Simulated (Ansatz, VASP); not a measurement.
**Two plane-wave programs on ScCu**

Contents of INCAR:

```
PREC = Accurate
ENCUT = 520
EDIFF = 1E-8
ISMEAR = -1
SIGMA = 0.05
LREAL = False
LASPH = True
NELM = 100
ALGO = Normal
ISIF = 2
LWAVE = False
LCHARG = False
LEFG = True
NBANDS = 18
```

The input KPOINTS:

```
Automatic mesh
0
Gamma
  11 11 11
```

POSCAR

```
ScCu
1.0
    3.2119946056      0.0000000000      0.0000000000
    0.0000000000      3.2119946056      0.0000000000
    0.0000000000      0.0000000000      3.2119946056
Sc Cu
1 1
Direct
    0.5000000000      0.5000000000      0.5000000000
    0.0000000000      0.0000000000      0.0000000000
```

Input for Ansatz:

```yaml
crystal:
  lattice:
    - [3.2119946056, 0.0, 0.0]
    - [0.0, 3.2119946056, 0.0]
    - [0.0, 0.0, 3.2119946056]
  atoms:
    - { symbol: Sc, position: [0.5, 0.5, 0.5] }
    - { symbol: Cu, position: [0.0, 0.0, 0.0] }
kpoints:
  mp_grid: { grid: [11, 11, 11] }
scf:
  occupations: { method: fermi_dirac, width: 0.05 }
hamiltonian:
  xc: lda
  pseudopotentials: { kind: paw }
output:
  forces: true
  stress: true
  eigenvalues: true
  efg: { contact_densities: true }
  write_density: true
  write_potential: true
  elf: true
  volumetric_format: npy
```

Change from the starting cell: volume scaled by 0.96, PAW files.

Alike in both runs: task electric field gradients; functional LDA; k mesh 11 × 11 × 11; occupations fermi-dirac, width 0.05 eV; no spin polarisation.

|  | VASP | Ansatz |
| --- | --- | --- |
| version | VASP 6.6.1 | Ansatz 0.2.0 |
| potentials or method | VASP PAW LDA potentials, release 64 (Sc_sv, Cu) | PAW with Ansatz's default frozen-core files, scalar-relativistic |
| plane-wave cutoff (eV) | 520 | 420 |
| valence electrons in the cell | 22 | 30 |

|  | VASP | Ansatz | Ansatz less VASP |
| --- | --- | --- | --- |
| pressure (GPa) | -3.8 | -4.3 | -0.50 |

LDA's correlation is that of Perdew and Zunger in VASP and of Perdew and Wang (1992) in Ansatz. VASP's potentials hold 22 valence electrons a cell and Ansatz's 30, so a difference there can come from the potentials and not from the codes.
